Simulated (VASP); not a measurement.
Write the native input for VASP 6.6.1 that does the following.

| Property | Result |
| --- | --- |
| Task | single point |
| Functional | r2SCAN |
| Potentials or basis | VASP PAW PBE potentials, release 64 (Si) |
| Cutoff | 520 eV |
| k mesh | 13 × 13 × 13 |
| Occupations | fermi-dirac, width 0.08 eV |
| Spin | no spin polarisation |
| Dipole correction | no |
| Further INCAR settings | ALGO = Normal; EDIFF = 1e-06; NBANDS = 11 |

The system is Si.

```
Si
1.0
     0.00000    2.08597    2.08597
     2.08597    0.00000    2.08597
     2.08597    2.08597    0.00000
Si
2
Direct
  0.87500 0.87500 0.87500
  0.12500 0.12500 0.12500
```

This cell differs from its parent crystal: volume scaled by 0.45.

The input as run:

POSCAR

```
Si
1.0
    0.0000000000      2.0859687493      2.0859687493
    2.0859687493      0.0000000000      2.0859687493
    2.0859687493      2.0859687493      0.0000000000
Si
2
Direct
   -0.1250000000     -0.1250000000     -0.1250000000
    0.1250000000      0.1250000000      0.1250000000
```

INCAR.step1

```
PREC = Accurate ; ENCUT = 520
ISMEAR = -1 ; SIGMA = 0.08
LREAL = F ; LASPH = T
NELM = 80 ; NBANDS = 11
GGA = PE ; ALGO = Normal
EDIFF = 1E-4 ; LWAVE = T
LCHARG = F
```

INCAR.step2

```
PREC = Accurate ; ENCUT = 520
EDIFF = 1E-6 ; ISMEAR = -1
SIGMA = 0.08 ; LREAL = F
LASPH = T ; NELM = 80
ALGO = Normal ; ISIF = 2
LWAVE = F ; LCHARG = T
METAGGA = R2SCAN ; LMIXTAU = T
LELF = T ; LVHAR = T
NBANDS = 11 ; ISTART = 1
```

KPOINTS

```
Automatic mesh
0
Gamma
  13 13 13
```

Potentials or basis: VASP PAW PBE potentials, release 64 (Si).

Launch:

```sh
$ cat potpaw_PBE.64/Si/POTCAR > POTCAR
$ cp INCAR.step1 INCAR
$ mpirun -np 1 vasp_std > vasp.out
$ cp INCAR.step2 INCAR
$ mpirun -np 1 vasp_std > vasp.out
```

It gave:

- Pressure: 344.3 GPa
- Band gap on the k mesh: zero (band 4 reaches 17.33 eV, above the bottom of band 5 at 15.52 eV)

Caveat: the PAW data sets were made with another functional, which shifts forces and pressure a little.

Wall time 30 s on 1 thread of Intel(R) Xeon(R) Platinum 8559C (Emerald Rapids), with other jobs on the host, peak memory 0.14 GiB.
